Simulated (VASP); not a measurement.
Here is a VASP 6.6.1 calculation.

Contents of POSCAR:

```
GaSb
1.0
    0.0000000000      2.9965539066      2.9965539066
    2.9965539066      0.0000000000      2.9965539066
    2.9965539066      2.9965539066      0.0000000000
Sb Ga
1 1
Direct
    0.7500000000      0.7500000000      0.7500000000
    0.0000000000      0.0000000000      0.0000000000
```

INCAR.step1

```
SYSTEM = GaSb
PREC = Accurate ; ENCUT = 520
ISMEAR = -1 ; SIGMA = 0.05
LREAL = .FALSE. ; LASPH = .TRUE.
NELM = 60 ; NBANDS = 16
GGA = PE ; ALGO = Normal
EDIFF = 1E-4 ; LWAVE = .TRUE.
LCHARG = .FALSE.
```

Contents of INCAR.step2:

```
SYSTEM = GaSb
PREC = Accurate ; ENCUT = 520
EDIFF = 1E-7 ; ISMEAR = -1
SIGMA = 0.05 ; LREAL = .FALSE.
LASPH = .TRUE. ; NELM = 60
ALGO = Normal ; ISIF = 2
LWAVE = .FALSE. ; LCHARG = .TRUE.
METAGGA = R2SCAN ; LMIXTAU = .TRUE.
LELF = .TRUE. ; LVHAR = .TRUE.
NBANDS = 16 ; ISTART = 1
```

File KPOINTS:

```
regular mesh
0
G
  8 8 8
  0 0 0
```

Potentials or basis: VASP PAW PBE potentials, release 64 (Sb, Ga_d).

Run with:

```bash
$ cat potpaw_PBE.64/Sb/POTCAR potpaw_PBE.64/Ga_d/POTCAR > POTCAR
$ cp INCAR.step1 INCAR
$ mpirun -np 1 vasp_std > vasp.out
$ cp INCAR.step2 INCAR
$ mpirun -np 1 vasp_std > vasp.out
```

**Question.** What does it give for the pressure?

**Answer.** 4.4 GPa.

**Question.** Predict the band gap on the k mesh.

**Answer.** 0.83 eV, indirect (least direct gap 0.93 eV).

Caveat: the PAW data sets were made with another functional, which shifts forces and pressure a little; spin-orbit coupling is left out, which moves the levels of the heavy elements. r2SCAN opens gaps a little over a GGA but as a rule still falls short of measured ones.
